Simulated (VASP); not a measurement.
# Ta (Fm-3m) in VASP: a series of runs

The runs below take Ta through single point, with RPBE.

All numbers are computed with VASP 6.6.1; they aren't measurements. Logs are shortened: lines on timing, memory, paths and dates and some standing lists are left out, and cuts for length are marked.

## Step 1: The cell of the first run

The structure is cubic, space group Fm-3m (No. 225). Conventional cell: a = 4.247 Å, b = 4.247 Å, c = 4.247 Å, α = 90.00°, β = 90.00°, γ = 90.00°. Within 4.0 Å of Ta (site symmetry m-3m) lie 12 Ta at 3.00 Å.

## Step 2: Single point, RPBE

INCAR reads:

```
SYSTEM = Ta
PREC     = Accurate       ! precision mode
ENCUT    = 520            ! plane-wave cutoff, eV
EDIFF    = 1E-6           ! SCF threshold, eV
ISMEAR   = -1             ! smearing method
SIGMA    = 0.1            ! smearing width, eV
LREAL    = .False.        ! projectors in reciprocal space
LASPH    = .True.         ! aspherical terms in the spheres
NELM     = 60             ! most SCF steps
ALGO     = Normal         ! electronic algorithm
ISIF     = 2              ! what is computed and relaxed
LWAVE    = .False.        ! write WAVECAR
LCHARG   = .False.        ! write CHGCAR
GGA      = RP             ! functional
NBANDS   = 12             ! bands
```

KPOINTS reads:

```
Automatic mesh
0
Gamma
  13 13 13
  0 0 0
```

POSCAR reads:

```
Ta
1.0
    0.0000000000      2.1237353023      2.1237353023
    2.1237353023      0.0000000000      2.1237353023
    2.1237353023      2.1237353023      0.0000000000
Ta
1
Direct
    0.0000000000      0.0000000000      0.0000000000
```

Potentials or basis: VASP PAW PBE potentials, release 64 (Ta_pv).

On the command line:

```bash
cat potpaw_PBE.64/Ta_pv/POTCAR > POTCAR
mpirun -np 1 vasp_std > vasp.out
```

OUTCAR:

```text
SYSTEM = Ta
   PREC = Accurate
   ENCUT = 520
   EDIFF = 1E-6
   ISMEAR = -1
   LREAL = .False.
   LASPH = .True.
   NELM = 60
   ISIF = 2
   GGA = RP

 ion  position               nearest neighbor table
   1  0.000  0.000  0.000-

  LATTYP: Found a face centered cubic cell.
 ALAT       =     4.2474706046

  Lattice vectors:

 A1 = (   0.0000000000,   2.1237353023,   2.1237353023)
 A2 = (   2.1237353023,   0.0000000000,   2.1237353023)
 A3 = (   2.1237353023,   2.1237353023,   0.0000000000)

Analysis of symmetry for initial positions (statically):
=====================================================================
 Subroutine PRICEL returns:
 Original cell was already a primitive cell.

 Routine SETGRP: Setting up the symmetry group for a
 face centered cubic supercell.

 Subroutine GETGRP returns: Found 48 space group operations
 (whereof 48 operations were pure point group operations)
 out of a pool of 48 trial point group operations.

The static configuration has the point symmetry O_h .

Analysis of symmetry for dynamics (positions and initial velocities):
=====================================================================
 Subroutine PRICEL returns:
 Original cell was already a primitive cell.

 Routine SETGRP: Setting up the symmetry group for a
 face centered cubic supercell.

 Subroutine GETGRP returns: Found 48 space group operations
 (whereof 48 operations were pure point group operations)
 out of a pool of 48 trial point group operations.

The dynamic configuration has the point symmetry O_h .

 Subroutine INISYM returns: Found 48 space group operations
 (whereof 48 operations are pure point group operations),
 and found     1 'primitive' translations

----------------------------------------------------------------------------------------

                                     Primitive cell

  volume of cell :      19.1572

  direct lattice vectors                    reciprocal lattice vectors
     0.000000000  2.123735302  2.123735302    -0.235434237  0.235434237  0.235434237
     2.123735302  0.000000000  2.123735302     0.235434237 -0.235434237  0.235434237
     2.123735302  2.123735302  0.000000000     0.235434237  0.235434237 -0.235434237

  length of vectors
     3.003415267  3.003415267  3.003415267     0.407784060  0.407784060  0.407784060

  position of ions in fractional coordinates (direct lattice)
     0.000000000  0.000000000  0.000000000

  ion indices of the primitive-cell ions
   primitive index   ion index
                 1           1

----------------------------------------------------------------------------------------

 KPOINTS: Automatic mesh

Automatic generation of k-mesh.
 Grid dimensions read from file:
 generate k-points for:   13   13   13

 Generating k-lattice:

  Cartesian coordinates                     Fractional coordinates (reciprocal lattice)
    -0.018110326  0.018110326  0.018110326     0.076923077  0.000000000  0.000000000
     0.018110326 -0.018110326  0.018110326     0.000000000  0.076923077  0.000000000
     0.018110326  0.018110326 -0.018110326     0.000000000  0.000000000  0.076923077

  Length of vectors
     0.031368005  0.031368005  0.031368005

  Shift w.r.t. Gamma in fractional coordinates (k-lattice)
     0.000000000  0.000000000  0.000000000

 Subroutine IBZKPT returns following result:
 ===========================================

 Found     84 irreducible k-points:

 Following reciprocal coordinates:
            Coordinates               Weight
  0.000000  0.000000  0.000000      1.000000
  0.076923  0.000000  0.000000      8.000000
  0.153846  0.000000  0.000000      8.000000
  0.230769  0.000000  0.000000      8.000000
  0.307692  0.000000  0.000000      8.000000
  0.384615  0.000000  0.000000      8.000000
[... 16 lines left out ...]
  0.384615  0.153846  0.000000     24.000000
  0.461538  0.153846  0.000000     24.000000
 [... further k-points ...]
   k-points           NKPTS =     84   k-points in BZ     NKDIM =     84   number of bands    NBANDS=     12
   number of dos      NEDOS =    301   number of ions     NIONS =      1
   total plane-waves  NPLWV =  13824
   dimension x,y,z NGX =    24 NGY =   24 NGZ =   24
   dimension x,y,z NGXF=    48 NGYF=   48 NGZF=   48
   ions per type =               1
   NGX,Y,Z   is equivalent  to a cutoff of  13.28, 13.28, 13.28 a.u.
   NGXF,Y,Z  is equivalent  to a cutoff of  26.57, 26.57, 26.57 a.u.
 SYSTEM =  Ta
   PREC   = accura    normal or accurate (medium, high low for compatibility)
   ISTART =      0    job   : 0-new  1-cont  2-samecut
   ICHARG =      2    charge: 1-file 2-atom 10-const
   ISPIN  =      1    spin polarized calculation?
   LNONCOLLINEAR =      F non collinear calculations
   LSORBIT =      F    spin-orbit coupling
   LASPH  =      T    aspherical Exc in radial PAW
   ENCUT  =  520.0 eV  38.22 Ry    6.18 a.u.   5.58  5.58  5.58*2*pi/ulx,y,z
   NELM   =     60;   NELMIN=  2; NELMDL= -5     # of ELM steps
   EDIFF  = 0.1E-05   stopping-criterion for ELM
   LREAL  =      F    real-space projection
   EDIFFG = 0.1E-04   stopping-criterion for IOM
   NSW    =      0    number of steps for IOM
   IBRION =     -1    ionic relax: 0-MD 1-quasi-New 2-CG
   NFREE  =      0    steps in history (QN), initial steepest desc. (CG)
   ISIF   =      2    stress and relaxation
   ISYM   =      2    0-nonsym 1-usesym 2-fastsym
   POTIM  = 0.5000    time-step for ionic-motion
   TEBEG  =    0.0;   TEEND  =   0.0 temperature during run
   PSTRESS=    0.0 pullay stress
   NELECT =      11.0000    total number of electrons
   NUPDOWN=      -1.0000    fix difference up-down
   EMIN   =  10.00;   EMAX   =-10.00  energy-range for DOS
   EFERMI =   0.00;   METHOD = LEGACY
   ISMEAR =    -1;   SIGMA  =   0.10  broadening in eV -4-tet -1-fermi 0-gaus
   EFERMI_NEDOS =   21; number of points for ismear=-14 and -15
   IALGO  =     38    algorithm
   IMIX   =      4    mixing-type and parameters
     AMIX     =   0.40;   BMIX     =  1.00
     AMIX_MAG =   1.60;   BMIX_MAG =  1.00
  volume/ion in A,a.u.               =      19.16       129.28
  Fermi-wavevector in a.u.,A,eV,Ry     =   1.360699  2.571348 25.191204  1.851501
  Thomas-Fermi vector in A             =   2.487339
   LORBIT       =      0    0 simple, 1 ext, 2 COOP (PROOUT), +10 PAW based schemes
   GGA     = RP    functional components
   LHFCALC =     F    Hartree Fock is set to
   AEXX    =    0.0000 exact exchange contribution
   IVDW    =     0    specifies the selected vdW correction
   LEPSILON=     F    determine dielectric tensor
   LRPA    =     F    only Hartree local field effects (RPA)
 non-spin polarized calculation
  energy-cutoff  :      520.00
  volume of cell :       19.16
 maximum number of plane-waves:       533
   NGX = 11   NGY = 11   NGZ = 11

 number of electron      11.0000000 magnetization

 Free energy of the ion-electron system (eV)
  ---------------------------------------------------
  ext. energy  EPLUGINS =         0.00000000
  ---------------------------------------------------
  free energy    TOTEN  =       -11.11226271 eV

  energy without entropy =      -11.07371572  energy(sigma->0) =      -11.09298921

 E-fermi :   5.4635     XC(G=0): -12.2539

 val. band max:        5.4131623400   @ k =  -0.0769   0.0769   0.0000
 cond. band min:       5.4841107221   @ k =  -0.1538   0.2308   0.0769
 fundamental gap:      0.0709483820
 Fermi energy:         5.4634652944

 k-point     1 :       0.0000    0.0000    0.0000
  band No.  band energies     occupation
      1     -28.2842      2.00000
      2     -28.2842      2.00000
      3     -28.2842      2.00000
      4      -2.5903      2.00000
      5       5.9192      0.02076
      6       5.9192      0.02076
      7       5.9192      0.02076
      8       8.8486      0.00000
      9       8.8486      0.00000
     10      17.8070      0.00000
     11      19.5793      0.00000
     12      22.5961      0.00000

 k-point     2 :       0.0769    0.0000    0.0000
  band No.  band energies     occupation
      1     -28.3418      2.00000
      2     -28.2915      2.00000
      3     -28.2915      2.00000
      4      -2.3599      2.00000
      5       5.7205      0.14210
      6       6.0274      0.00709
      7       6.0274      0.00709
      8       8.7451      0.00000
      9       8.7451      0.00000
     10      18.2873      0.00000
     11      19.5792      0.00000
     12      21.5014      0.00000

 k-point     3 :       0.1538    0.0000    0.0000
  band No.  band energies     occupation
      1     -28.4988      2.00000
      2     -28.3118      2.00000
      3     -28.3118      2.00000
      4      -1.7113      2.00000
      5       5.2631      1.76231
      6       6.2624      0.00068
      7       6.2624      0.00068
      8       8.5860      0.00000
      9       8.5860      0.00000
     10      19.1928      0.00000
     11      19.5789      0.00000
     12      20.2236      0.00000
[... 286 lines left out ...]
 k-point    23 :       0.3846    0.1538    0.0000
  band No.  band energies     occupation
      1     -28.9861      2.00000
      2     -28.4696      2.00000
      3     -28.4517      2.00000
      4       1.0571      2.00000
      5       4.1196      2.00000
      6       5.3729      1.42426
      7       6.8422      0.00000
      8       9.7025      0.00000
      9      10.7255      0.00000
     10      17.3687      0.00000
     11      19.5799      0.00000
     12      20.4874      0.00000

 k-point    24 :       0.4615    0.1538    0.0000
  band No.  band energies     occupation
      1     -29.1088      2.00000
      2     -28.5158      2.00000
      3     -28.4599      2.00000
      4       1.5351      2.00000
      5       4.3717      1.99996
      6       5.3402      1.54869
      7       6.5888      0.00003
      8      11.0838      0.00000
      9      11.1908      0.00000
     10      15.5317      0.00000
     11      19.4639      0.00000
     12      19.5826      0.00000

 [... further k-points ...]
[... 5 lines left out ...]
  --------------------------------------------------------------------------------------
  -------------------------------------------------------------------------------------
  Total        0.0001323      0.0001323      0.0001323      0.0000000     -0.0000000      0.0000000
  in kB        0.0110605      0.0110605      0.0110605      0.0000000     -0.0000000      0.0000000
  external PRESSURE =       0.0110605 kB  Pullay stress =       0.0000000 kB

 VOLUME and BASIS-vectors are now :
 -----------------------------------------------------------------------------
  energy-cutoff  :      520.00
  volume of cell :       19.16
      direct lattice vectors                 reciprocal lattice vectors
     0.000000000  2.123735302  2.123735302    -0.235434237  0.235434237  0.235434237
     2.123735302  0.000000000  2.123735302     0.235434237 -0.235434237  0.235434237
     2.123735302  2.123735302  0.000000000     0.235434237  0.235434237 -0.235434237

 POSITION                                       TOTAL-FORCE (eV/Angst)
 -----------------------------------------------------------------------------------
      0.00000      0.00000      0.00000         0.000000      0.000000      0.000000
 -----------------------------------------------------------------------------------
    total drift:                               -0.000000      0.000000      0.000000

  FREE ENERGIE OF THE ION-ELECTRON SYSTEM (eV)
  ---------------------------------------------------
  free  energy   TOTEN  =       -11.1122627105 eV

  energy  without entropy=      -11.0737157159  energy(sigma->0) =      -11.09298921
```

Run time: 26 s. Hardware: 1 thread of AMD EPYC 7R43 (Zen 3), shared host; peak memory 0.11 GiB.

What came out:

```yaml
Free_energy: -11.1123 eV
Pressure: 0.0 GPa
```

Levels at points of the mesh, in eV from the Fermi level:
| k point | band 3 | band 4 | band 5 | band 6 | band 7 | band 8 |
| --- | --- | --- | --- | --- | --- | --- |
| (0.00, 0.00, 0.00) | -33.75 | -8.05 | 0.46 | 0.46 | 0.46 | 3.39 |

Caveat: the PAW data sets were made with another functional, which shifts forces and pressure a little; spin-orbit coupling is left out, which moves the levels of the heavy elements.

## Step 3: Single point, RPBE (volume scaled by 0.88)

INCAR reads:

```
SYSTEM = Ta
ALGO     = Normal         ! electronic algorithm
EDIFF    = 1E-6           ! SCF threshold, eV
ENCUT    = 520            ! plane-wave cutoff, eV
GGA      = RP             ! functional
ISIF     = 2              ! what is computed and relaxed
ISMEAR   = -1             ! smearing method
LASPH    = .TRUE.         ! aspherical terms in the spheres
LCHARG   = .FALSE.        ! write CHGCAR
LREAL    = .FALSE.        ! projectors in reciprocal space
LWAVE    = .FALSE.        ! write WAVECAR
NBANDS   = 12             ! bands
NELM     = 100            ! most SCF steps
PREC     = Accurate       ! precision mode
SIGMA    = 0.1            ! smearing width, eV
```

KPOINTS reads:

```
k-points
0
G
  14 14 14
  0 0 0
```

POSCAR reads:

```
Ta
1.0
    0.0000000000      2.0351414997      2.0351414997
    2.0351414997      0.0000000000      2.0351414997
    2.0351414997      2.0351414997      0.0000000000
Ta
1
Direct
    0.0000000000      0.0000000000      0.0000000000
```

Potentials or basis: VASP PAW PBE potentials, release 64 (Ta_pv).

On the command line:

```bash
cat potpaw_PBE.64/Ta_pv/POTCAR > POTCAR
mpirun -np 1 vasp_std > vasp.out
```

OUTCAR:

```text
SYSTEM = Ta
   EDIFF = 1E-6
   ENCUT = 520
   GGA = RP
   ISIF = 2
   ISMEAR = -1
   LASPH = .TRUE.
   LREAL = .FALSE.
   NELM = 100
   PREC = Accurate

 ion  position               nearest neighbor table
   1  0.000  0.000  0.000-

  LATTYP: Found a face centered cubic cell.
 ALAT       =     4.0702829994

  Lattice vectors:

 A1 = (   0.0000000000,   2.0351414997,   2.0351414997)
 A2 = (   2.0351414997,   0.0000000000,   2.0351414997)
 A3 = (   2.0351414997,   2.0351414997,   0.0000000000)

Analysis of symmetry for initial positions (statically):
=====================================================================
 Subroutine PRICEL returns:
 Original cell was already a primitive cell.

 Routine SETGRP: Setting up the symmetry group for a
 face centered cubic supercell.

 Subroutine GETGRP returns: Found 48 space group operations
 (whereof 48 operations were pure point group operations)
 out of a pool of 48 trial point group operations.

The static configuration has the point symmetry O_h .

Analysis of symmetry for dynamics (positions and initial velocities):
=====================================================================
 Subroutine PRICEL returns:
[... 160 lines left out ...]
 Fermi energy:         6.5756985496

 k-point     1 :       0.0000    0.0000    0.0000
  band No.  band energies     occupation
      1     -26.7123      2.00000
      2     -26.7123      2.00000
      3     -26.7123      2.00000
      4      -2.0405      2.00000
      5       6.9468      0.04772
      6       6.9468      0.04772
      7       6.9468      0.04772
      8      10.4281      0.00000
      9      10.4281      0.00000
     10      19.2613      0.00000
     11      21.0834      0.00000
     12      24.6813      0.00000
[... 331 lines left out ...]
 k-point    24 :       0.2857    0.1429    0.0000
  band No.  band energies     occupation
      1     -27.4572      2.00000
      2     -26.9090      2.00000
      3     -26.8951      2.00000
      4       0.7705      2.00000
      5       4.9847      2.00000
      6       7.0726      0.01380
      7       8.1755      0.00000
      8       9.6295      0.00000
      9      11.5561      0.00000
     10      21.0752      0.00000
     11      21.3024      0.00000
     12      24.6852      0.00000

 [... further k-points ...]
[... 5 lines left out ...]
  --------------------------------------------------------------------------------------
  -------------------------------------------------------------------------------------
  Total        3.1395279      3.1395279      3.1395279     -0.0000000      0.0000000      0.0000000
  in kB      298.3740828    298.3740828    298.3740828     -0.0000000      0.0000000      0.0000000
  external PRESSURE =     298.3740828 kB  Pullay stress =       0.0000000 kB

 VOLUME and BASIS-vectors are now :
 -----------------------------------------------------------------------------
  energy-cutoff  :      520.00
  volume of cell :       16.86
      direct lattice vectors                 reciprocal lattice vectors
     0.000000000  2.035141500  2.035141500    -0.245683163  0.245683163  0.245683163
     2.035141500  0.000000000  2.035141500     0.245683163 -0.245683163  0.245683163
     2.035141500  2.035141500  0.000000000     0.245683163  0.245683163 -0.245683163

 POSITION                                       TOTAL-FORCE (eV/Angst)
 -----------------------------------------------------------------------------------
      0.00000      0.00000      0.00000         0.000000     -0.000000      0.000000
 -----------------------------------------------------------------------------------
    total drift:                               -0.000000     -0.000000     -0.000000

  FREE ENERGIE OF THE ION-ELECTRON SYSTEM (eV)
  ---------------------------------------------------
  free  energy   TOTEN  =       -10.9134937028 eV

  energy  without entropy=      -10.8767194901  energy(sigma->0) =      -10.89510660
```

OSZICAR:

```text
N       E                     dE             d eps       ncg     rms          rms(c)
DAV:   1     0.640718749830E+02    0.64072E+02   -0.62179E+03  2508   0.888E+02
DAV:   2    -0.102974955597E+02   -0.74369E+02   -0.72345E+02  2784   0.249E+02
DAV:   3    -0.113047495389E+02   -0.10073E+01   -0.99780E+00  2956   0.276E+01
DAV:   4    -0.113077205652E+02   -0.29710E-02   -0.29610E-02  2732   0.153E+00
DAV:   5    -0.113077282165E+02   -0.76513E-05   -0.76508E-05  2964   0.789E-02    0.146E+01
DAV:   6    -0.110160773000E+02    0.29165E+00   -0.23767E-01  2864   0.532E+00    0.746E+00
DAV:   7    -0.109147025074E+02    0.10137E+00   -0.24555E-01  2892   0.510E+00    0.365E-01
DAV:   8    -0.109135284254E+02    0.11741E-02   -0.44213E-03  2640   0.684E-01    0.167E-01
DAV:   9    -0.109135016658E+02    0.26760E-04   -0.12008E-04  2988   0.128E-01    0.317E-02
DAV:  10    -0.109134936233E+02    0.80426E-05   -0.41000E-06  2752   0.224E-02    0.105E-03
DAV:  11    -0.109134937028E+02   -0.79479E-07   -0.55888E-08  1424   0.264E-03
   1 F= -.10913494E+02 E0= -.10895107E+02  d E =-.367742E-01
```

stdout:

```text
POSCAR found type information on POSCAR Ta
 POSCAR found :  1 types and       1 ions
 scaLAPACK will be used
 -----------------------------------------------------------------------------
|                                                                             |
|                                                                             |
|     You enforced a specific xc type in the INCAR file but a different       |
|     I HOPE YOU KNOW WHAT YOU ARE DOING!                                     |
|                                                                             |
 -----------------------------------------------------------------------------

 LDA part: xc-table for (Slater+PW92), standard interpolation
 POSCAR, INCAR and KPOINTS ok, starting setup
 FFT: planning ... GRIDC
 FFT: planning ... GRID_SOFT
 FFT: planning ... GRID
 WAVECAR not read
 entering main loop
```

Wall time 44 s (1 thread of AMD EPYC 7R43 (Zen 3), shared host); peak memory 0.12 GiB.

What came out:

- Free energy: -10.9135 eV
- Pressure: 29.8 GPa

Caveat: the PAW data sets were made with another functional, which shifts forces and pressure a little; spin-orbit coupling is left out, which moves the levels of the heavy elements.
